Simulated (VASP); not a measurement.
InSb:

```
CELL_PARAMETERS angstrom
0.00000 3.31909 3.31909
3.31909 0.00000 3.31909
3.31909 3.31909 0.00000
ATOMIC_POSITIONS crystal
In 0.00000 0.00000 0.00000
Sb 0.25000 0.25000 0.25000
```

| Item | Value |
| --- | --- |
| Program | VASP 6.6.1 |
| Task | relaxation of cell and atoms |
| Functional | r2SCAN |
| Potentials or basis | VASP PAW PBE potentials, release 64 (In_d, Sb) |
| Cutoff | 600 eV |
| k mesh | 6 × 6 × 6 |
| Occupations | fermi-dirac, width 0.02 eV |
| Spin | no spin polarisation |

At the start: pressure -1.4 GPa; volume 36.56 Å³/atom.

**Question.** Where does the relaxation end?

**Answer.** Over 3 steps the energy falls by 5.7 meV/atom and the volume is 35.28 Å³/atom (-3.5 %); space group F-43m (No. 216, to 0.1 Å) before and after.

Step by step:
| step | energy change (eV) | largest force (eV/Å) | pressure (GPa) | volume (Å³) |
| --- | --- | --- | --- | --- |
| 1 | 0.0000 | 0.0000 | -1.40 | 73.13 |
| 2 | -0.0103 | 0.0000 | 0.42 | 69.79 |
| 3 | -0.0113 | 0.0000 | 0.01 | 70.55 |

Final structure:
```xyz
2
Lattice="0.0000 3.2797 3.2797 3.2797 0.0000 3.2797 3.2797 3.2797 0.0000" Properties=species:S:1:pos:R:3 pbc="T T T"
In    0.0000    0.0000    0.0000
Sb    1.6398    1.6398    1.6398
```

Caveat: the PAW data sets were made with another functional, which shifts forces and pressure a little.
